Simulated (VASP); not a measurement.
Input of a VASP 6.6.1 run:

The input INCAR:

```
SYSTEM = Mo
PREC     = Accurate       ! precision mode
ENCUT    = 520            ! plane-wave cutoff, eV
EDIFF    = 1E-6           ! SCF threshold, eV
ISMEAR   = -1             ! smearing method
SIGMA    = 0.13605693000000002 ! smearing width, eV
LREAL    = .FALSE.        ! projectors in reciprocal space
LASPH    = .TRUE.         ! aspherical terms in the spheres
NELM     = 80             ! most SCF steps
ALGO     = Normal         ! electronic algorithm
ISIF     = 2              ! what is computed and relaxed
LWAVE    = .FALSE.        ! write WAVECAR
LCHARG   = .FALSE.        ! write CHGCAR
GGA      = PS             ! functional
NBANDS   = 13             ! bands
```

File KPOINTS:

```
regular mesh
0
G
  15 15 15
  0 0 0
```

File POSCAR:

```
Mo
1.0
   -1.5648248059      1.5648248059      1.5648248059
    1.5648248059     -1.5648248059      1.5648248059
    1.5648248059      1.5648248059     -1.5648248059
Mo
1
Direct
    0.0000000000      0.0000000000      0.0000000000
```

Potentials or basis: VASP PAW PBE potentials, release 64 (Mo_sv).

The run is started by

```console
$ cat potpaw_PBE.64/Mo_sv/POTCAR > POTCAR
$ mpirun -np 1 vasp_std > vasp.out
```

Task: Estimate the band gap on the k mesh.

Result: Zero (band 7 reaches 16.60 eV, above the bottom of band 8 at 11.38 eV).

Task: Estimate the pressure.

Result: 0.8 GPa.

Caveat: the PAW data sets were made with another functional, which shifts forces and pressure a little.
